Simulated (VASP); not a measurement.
# Al9H in VASP: single point with PBE

Aim: the single point of Al9H with PBE.

Program: VASP 6.6.1. These are calculated values, not measurements. Logs are shortened: lines on timing, memory, paths and dates and some standing lists are left out, and cuts for length are marked.

### 1 The cell of the first run

The cell holds a slab with vacuum, 10 atoms: a = 2.854 Å, b = 9.808 Å, c = 21.790 Å, α = 90.00°, β = 90.00°, γ = 98.37°.

### 2 Single point, PBE

Contents of INCAR:

```
ALGO = Normal ; DIPOL = 0.5 0.5 0.313
EDIFF = 1E-6 ; ENCUT = 520
GGA = PE ; IDIPOL = 3
ISIF = 2 ; ISMEAR = 0
LASPH = T ; LCHARG = T
LDIPOL = T ; LELF = T
LREAL = F ; LVACPOTAV = T
LVHAR = T ; LWAVE = F
NBANDS = 25 ; NELM = 60
PREC = Accurate ; SIGMA = 0.1
```

Contents of KPOINTS:

```
k-points
0
Gamma
  9 3 1
```

Contents of POSCAR:

```
Al9H
1.0
    2.8543223330      0.0000000000      0.0000000000
   -1.4271611665      9.7033329366      0.0000000000
    0.0000000000      0.0000000000     21.7902708969
Al H
9 1
Direct
    0.5324485604      0.0648971207      0.1835681630
    0.6709687938      0.3419375876      0.2292758741
    0.2986728405      0.5973456810      0.2384174163
    0.9263768872      0.8527537744      0.2475589585
    0.0639738222      0.1277383808      0.2937147080
    0.1995905480      0.4042696935      0.3452583266
    0.8288544886      0.6597110299      0.3524478004
    0.4526361687      0.9111292155      0.3607640453
    0.5925232094      0.1814597089      0.4034034702
    0.5925232094      0.1814597089      0.4800431783
```

Potentials or basis: VASP PAW PBE potentials, release 64 (Al, H).

Started as:

```bash
$ cat potpaw_PBE.64/Al/POTCAR potpaw_PBE.64/H/POTCAR > POTCAR
$ mpirun -np 1 vasp_std > vasp.out
```

OUTCAR:

```text
EDIFF = 1E-6
   ENCUT = 520
   GGA = PE
   ISIF = 2
   ISMEAR = 0
   LASPH = T
   LREAL = F
   NELM = 60
   PREC = Accurate

 ion  position               nearest neighbor table
   1  0.532  0.065  0.184-   5 2.86   5 2.86   2 2.87   4 2.87   4 2.87
   2  0.671  0.342  0.229-   1 2.87   3 2.87   3 2.87   5 2.89   5 2.89   6 2.96   6 2.97
   3  0.299  0.597  0.238-   4 2.87   4 2.87   2 2.87   2 2.87   7 2.93   7 2.93   6 2.99
   4  0.926  0.853  0.248-   5 2.85   3 2.87   3 2.87   1 2.87   1 2.87   8 2.90   8 2.91   7 2.96

   5  0.064  0.128  0.294-   9 2.83   9 2.83   4 2.85   1 2.86   1 2.86   2 2.89   2 2.89   6 2.91
                             8 2.93   8 2.93
   6  0.200  0.404  0.345-   7 2.86   7 2.87   9 2.88   9 2.89   5 2.91   2 2.96   2 2.97   3 2.99

   7  0.829  0.660  0.352-   8 2.83   8 2.83   6 2.86   6 2.87   3 2.93   3 2.93   4 2.96
   8  0.453  0.911  0.361-   9 2.78   7 2.83   7 2.83   4 2.90   4 2.91   5 2.93   5 2.93
   9  0.593  0.181  0.403-  10 1.67   8 2.78   5 2.83   5 2.83   6 2.88   6 2.89
  10  0.593  0.181  0.480-   9 1.67

  LATTYP: Found a base centered orthorhombic cell.
 ALAT       =     2.8543223330
 B/A-ratio  =     6.7990449603
 C/A-ratio  =     7.6341311018

  Lattice vectors:

 A1 = (   1.4271611665,  -9.7033329366,   0.0000000000)
 A2 = (   1.4271611665,   9.7033329366,   0.0000000000)
 A3 = (   0.0000000000,   0.0000000000,  21.7902708969)

Analysis of symmetry for initial positions (statically):
=====================================================================
 Subroutine PRICEL returns:
 Original cell was already a primitive cell.

 Routine SETGRP: Setting up the symmetry group for a
 base centered orthorhombic supercell.

 Subroutine GETGRP returns: Found  1 space group operations
 (whereof  1 operations were pure point group operations)
 out of a pool of  8 trial point group operations.

The static configuration has the point symmetry C_1 .

Analysis of symmetry for dynamics (positions and initial velocities):
=====================================================================
 Subroutine PRICEL returns:
 Original cell was already a primitive cell.

 Routine SETGRP: Setting up the symmetry group for a
 base centered orthorhombic supercell.

 Subroutine GETGRP returns: Found  1 space group operations
 (whereof  1 operations were pure point group operations)
 out of a pool of  8 trial point group operations.

The dynamic configuration has the point symmetry C_1 .

 Subroutine INISYM returns: Found  1 space group operations
[... 138 lines left out ...]
   EFERMI =   0.00;   METHOD = LEGACY
   ISMEAR =     0;   SIGMA  =   0.10  broadening in eV -4-tet -1-fermi 0-gaus
   EFERMI_NEDOS =   21; number of points for ismear=-14 and -15
   IALGO  =     38    algorithm
   IMIX   =      4    mixing-type and parameters
     AMIX     =   0.40;   BMIX     =  1.00
     AMIX_MAG =   1.60;   BMIX_MAG =  1.00
  volume/ion in A,a.u.               =      60.35       407.27
  Fermi-wavevector in a.u.,A,eV,Ry     =   0.588255  1.111640  4.708207  0.346043
  Thomas-Fermi vector in A             =   1.635447
   LORBIT       =      0    0 simple, 1 ext, 2 COOP (PROOUT), +10 PAW based schemes
   GGA     = PE    functional components
   LHFCALC =     F    Hartree Fock is set to
   AEXX    =    0.0000 exact exchange contribution
   IVDW    =     0    specifies the selected vdW correction
   LEPSILON=     F    determine dielectric tensor
   LRPA    =     F    only Hartree local field effects (RPA)
 non-spin polarized calculation
 Gauss-broadening in eV      SIGMA  =   0.10
  energy-cutoff  :      520.00
  volume of cell :      603.51
 maximum number of plane-waves:     16329
 NGX is ok and might be reduce to    24
   NGX = 11   NGY = 37   NGZ = 81

 dipolmoment           0.000000      0.000000     -0.051306 electrons x Angstroem

 number of electron      28.0000000 magnetization

 dipolmoment           0.000000      0.000000      0.104385 electrons x Angstroem

 Free energy of the ion-electron system (eV)
  ---------------------------------------------------
  ext. energy  EPLUGINS =         0.00000000
  ---------------------------------------------------
  free energy    TOTEN  =       -33.76875386 eV

  energy without entropy =      -33.73797158  energy(sigma->0) =      -33.75336272

 E-fermi :  -1.3232     XC(G=0):  -3.5156

 val. band max:       -1.3239626616   @ k =   0.4444   0.3333   0.0000
 cond. band min:      -1.3052366756   @ k =   0.2222   0.3333   0.0000
 fundamental gap:      0.0187259860
 Fermi energy:        -1.3232402705

 k-point     1 :       0.0000    0.0000    0.0000
  band No.  band energies     occupation
      1     -11.3815      2.00000
      2      -9.8393      2.00000
      3      -9.7017      2.00000
      4      -9.1527      2.00000
      5      -7.3363      2.00000
      6      -7.2215      2.00000
[... 381 lines left out ...]
     24       3.0316      0.00000
     25       3.1939      0.00000

------------------------ aborting loop because EDIFF is reached ----------------------------------------

  FORCE on cell =-STRESS in cart. coord.  units (eV):
  Direction    XX          YY          ZZ          XY          YZ          ZX
  --------------------------------------------------------------------------------------
  -------------------------------------------------------------------------------------
  Total       -5.4644855     -5.4615801     -1.2681296      1.3498819     -0.3975328     -0.0388442
  in kB      -14.5068553    -14.4991422     -3.3665700      3.5836020     -1.0553512     -0.1031218
  external PRESSURE =     -10.7908558 kB  Pullay stress =       0.0000000 kB

 VOLUME and BASIS-vectors are now :
 -----------------------------------------------------------------------------
  energy-cutoff  :      520.00
  volume of cell :      603.51
      direct lattice vectors                 reciprocal lattice vectors
     2.854322333  0.000000000  0.000000000     0.350345856  0.051528686  0.000000000
    -1.427161166  9.703332937  0.000000000     0.000000000  0.103057373  0.000000000
     0.000000000  0.000000000 21.790270897     0.000000000  0.000000000  0.045892041

 POSITION                                       TOTAL-FORCE (eV/Angst)
 -----------------------------------------------------------------------------------
      1.42716      0.62972      4.00000         0.007105      0.146186     -0.049753
      1.42716      3.31793      4.99598         0.010222      0.057579      0.035941
     -0.00000      5.79624      5.19518        -0.012875      0.005395      0.010040
      1.42716      8.27455      5.39438         0.000753     -0.145522     -0.140747
      0.00030      1.23949      6.40012        -0.003939      0.055261      0.219280
     -0.00726      3.92276      7.52327         0.006943      0.023754      0.041897
      1.42430      6.40140      7.67993         0.001629     -0.114278      0.016112
     -0.00836      8.84099      7.86115         0.001408     -0.176877      0.023786
      1.43228      1.76076      8.79027        -0.006880      0.197384      0.549974
      1.43228      1.76076     10.46027        -0.004364     -0.048882     -0.706529
 -----------------------------------------------------------------------------------
    total drift:                               -0.000009     -0.000062     -0.000058

  FREE ENERGIE OF THE ION-ELECTRON SYSTEM (eV)
  ---------------------------------------------------
  free  energy   TOTEN  =       -33.7687538593 eV

  energy  without entropy=      -33.7379715788  energy(sigma->0) =      -33.75336272

 vacuum level on the upper side and lower side of the slab         3.535         2.853
```

Run time: 5.4 min. Hardware: 1 thread of Intel Xeon Platinum 8488C (Sapphire Rapids), shared host; peak memory 0.68 GiB.

Results:

- Free energy: -33.7688 eV
- Largest force: 0.708 eV/Å
- Band gap on the k mesh: zero (band 14 reaches -0.95 eV, above the bottom of band 15 at -1.61 eV)

Forces in eV/Å, atoms in the order of the input:
```
Al   0.007  0.146 -0.050
Al   0.010  0.058  0.036
Al  -0.013  0.005  0.010
Al   0.001 -0.146 -0.141
Al  -0.004  0.055  0.219
Al   0.007  0.024  0.042
Al   0.002 -0.114  0.016
Al   0.001 -0.177  0.024
Al  -0.007  0.197  0.550
H   -0.004 -0.049 -0.707
```
